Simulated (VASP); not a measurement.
Set up this calculation in VASP 6.6.1, as the native input.

```yaml
Task: single point
Functional: PBE
Potentials_or_basis: VASP PAW PBE potentials, release 64 (Te, Sn_d)
Cutoff: 520 eV
k_mesh: 6 × 6 × 6
Occupations: fermi-dirac, width 0.05 eV
Spin: no spin polarisation
Dipole_correction: no
Further_INCAR_settings: ALGO = Normal; EDIFF = 1e-06; NBANDS = 24
```

The structure of SnTe3 lies in POSCAR:

```
SnTe3
1.0
    0.0000000000      3.8867907320      3.8867907320
    3.8867907320      0.0000000000      3.8867907320
    3.8867907320      3.8867907320      0.0000000000
Te Sn
3 1
Direct
    0.5000000000      0.5000000000      0.5000000000
    0.7500000000      0.7500000000      0.7500000000
    0.2500000000      0.2500000000      0.2500000000
    0.0000000000      0.0000000000      0.0000000000
```

The input as run:

INCAR

```
  PREC = Accurate
  ENCUT = 520
  EDIFF = 1E-6
  ISMEAR = -1
  SIGMA = 0.05
  LREAL = F
  LASPH = T
  NELM = 80
  ALGO = Normal
  ISIF = 2
  LWAVE = F
  LCHARG = F
  GGA = PE
  NBANDS = 24
```

KPOINTS

```
Automatic mesh
0
Gamma
  6 6 6
```

Potentials or basis: VASP PAW PBE potentials, release 64 (Te, Sn_d).

Run with:

```bash
$ cat potpaw_PBE.64/Te/POTCAR potpaw_PBE.64/Sn_d/POTCAR > POTCAR
$ mpirun -np 1 vasp_std > vasp.out
```

Results of the run:

The pressure is -0.9 GPa. The band gap on the k mesh is zero (band 16 reaches 7.84 eV, above the bottom of band 17 at 5.68 eV).

Caveat: spin-orbit coupling is left out, which moves the levels of the heavy elements.

Run time: 24 s on 1 thread of Intel(R) Xeon(R) 6975P-C (Granite Rapids), with other jobs on the host, peak memory 0.26 GiB.
